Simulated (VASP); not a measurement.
Here is a VASP 6.6.1 calculation.

The input INCAR:

```
SYSTEM = NiMoIrPdW
PREC = Accurate
ENCUT = 520
EDIFF = 1E-6
ISMEAR = -1
SIGMA = 0.05
LREAL = .FALSE.
LASPH = .TRUE.
NELM = 150
ALGO = Fast
ISIF = 2
LWAVE = .FALSE.
LCHARG = .TRUE.
ISPIN = 2
MAGMOM = 1 1 0 0.6 0
LORBIT = 11
LMAXMIX = 4
GGA = PE
LELF = .TRUE.
LVHAR = .TRUE.
NBANDS = 40
```

The input KPOINTS:

```
Automatic mesh
0
G
  9 9 9
  0 0 0
```

The input POSCAR:

```
NiMoIrPdW
1.0
   -1.3700400000      1.3700400000      9.7164700000
    1.3700400000     -1.3700400000      9.7164700000
    1.3700400000      1.3700400000     -9.7164700000
Ni Mo Pd Ir W
1 1 1 1 1
Direct
    0.1986200000      0.1986200000      0.0000000000
    0.6092200000      0.6092200000      0.0000000000
    0.7931000000      0.7931000000      0.0000000000
    0.3994400000      0.3994400000      0.0000000000
    0.9956500000      0.9956500000      0.0000000000
```

Potentials or basis: VASP PAW PBE potentials, release 64 (Ni, Mo_sv, Pd, Ir, W_sv).

Command:

```console
$ cat potpaw_PBE.64/Ni/POTCAR potpaw_PBE.64/Mo_sv/POTCAR potpaw_PBE.64/Pd/POTCAR potpaw_PBE.64/Ir/POTCAR potpaw_PBE.64/W_sv/POTCAR > POTCAR
$ mpirun -np 1 vasp_std > vasp.out
```

(1) What does it give for the pressure?

(2) Estimate the net moment.

Results:

(1) 0.5 GPa.

(2) 0.00 μB per cell.

Caveat: the moments typed at the start vanished in this run.
